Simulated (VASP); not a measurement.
**AlCr2C: single point with LDA**

Crystal: AlCr2C.

```xyz
8
Lattice="2.8940 0.0000 0.0000 -1.4470 2.5063 0.0000 0.0000 0.0000 12.9088" Properties=species:S:1:pos:R:3 pbc="T T T"
Al    1.4470    0.8354    3.2272
Al    0.0000    1.6709    9.6816
Cr    0.0000    1.6709    5.3564
Cr    1.4470    0.8354   11.8108
Cr    1.4470    0.8354    7.5524
Cr    0.0000    1.6709    1.0980
C     0.0000    0.0000    6.4544
C     0.0000    0.0000    0.0000
```

```json
{
  "Program": "VASP 6.6.1",
  "Task": "single point",
  "Functional": "LDA",
  "Potentials or basis": "VASP PAW LDA potentials, release 64 (Al, Cr_pv, C)",
  "Cutoff": "520 eV",
  "k mesh": "11 × 11 × 3",
  "Occupations": "fermi-dirac, width 0.15 eV",
  "Spin": "collinear spin, antiferromagnetic start",
  "Starting moments": "[0.0, 0.0, 3.0, -3.0, 3.0, -3.0, 0.0, 0.0] μB",
  "Dipole correction": "no",
  "Further INCAR settings": "ALGO = Normal; EDIFF = 1e-07; NBANDS = 45"
}
```

```json
{"Pressure": "-21.0 GPa", "Largest force": "1.128 eV/Å", "Band gap on the k mesh": "zero (filled and empty bands overlap)", "Net moment": "0.00 μB per cell", "Valence electrons inside the program's atomic spheres": "Al 0.80; Cr 11.01; C 2.42"}
```

Forces on the atoms (eV/Å):
```
Al   0.000  0.000  0.000
Al   0.000  0.000  0.000
Cr   0.000  0.000  1.128
Cr   0.000  0.000  1.128
Cr   0.000  0.000 -1.128
Cr   0.000  0.000 -1.128
C    0.000  0.000  0.000
C    0.000  0.000  0.000
```

Stress tensor (GPa, compression positive):
```
-20.88   0.00   0.00
  0.00 -20.88   0.00
  0.00   0.00 -21.35
```

Levels at points of the mesh, in eV from the Fermi level:
Spin up:
```csv
k point,band 27,band 28,band 29,band 30,band 31,band 32,band 33,band 34
"(0.00, 0.00, 0.00)",-0.97,-0.97,-0.96,-0.96,-0.18,-0.18,-0.15,-0.15
```
Spin down:
```tsv
k point	band 27	band 28	band 29	band 30	band 31	band 32	band 33	band 34
(0.00, 0.00, 0.00)	-0.97	-0.97	-0.96	-0.96	-0.18	-0.18	-0.15	-0.15
```

Run time: 13 min on 1 thread of AMD EPYC 7R13, with other jobs on the host, peak memory 0.3 GiB.

Caveat: the starting moments collapsed, and a magnetic state may lie lower; forces of over 1 eV/Å act on the atoms, so gaps and moduli don't describe the material at rest.
